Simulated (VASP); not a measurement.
BaTe (zincblende type): single point with PBE

BaTe (zincblende type):

```xyz
2
Lattice="0.0000 3.9680 3.9680 3.9680 0.0000 3.9680 3.9680 3.9680 0.0000" Properties=species:S:1:pos:R:3 pbc="T T T"
Ba    0.0000    0.0000    0.0000
Te    1.9840    1.9840    1.9840
```

| Quantity | Value |
| --- | --- |
| Program | VASP 6.6.1 |
| Task | single point |
| Functional | PBE |
| Potentials or basis | VASP PAW PBE potentials, release 64 (Ba_sv, Te) |
| Cutoff | 520 eV |
| k mesh | 11 × 11 × 11 |
| Occupations | fermi-dirac, width 0.05 eV |
| Spin | no spin polarisation |
| Dipole correction | no |
| Further INCAR settings | ALGO = Normal; EDIFF = 1e-06; NBANDS = 15 |

```json
{
 "Pressure": "-0.5 GPa",
 "Band gap on the k mesh": "2.53 eV (least direct gap 2.90 eV)"
}
```

Levels at points of the mesh, in eV from the valence-band top:
| k point | band 6 | band 7 | band 8 | band 9 | band 10 | band 11 |
| --- | --- | --- | --- | --- | --- | --- |
| (0.00, 0.00, 0.00) | -0.37 | -0.37 | -0.37 | 2.53 | 4.09 | 4.09 |

Wall time 2.9 min on 1 thread of Intel Xeon 8259CL, on a shared host, peak memory 0.33 GiB.

Caveat: spin-orbit coupling is left out, which moves the levels of the heavy elements; an odd mesh through Γ misses points on the zone boundary, where band edges can lie.
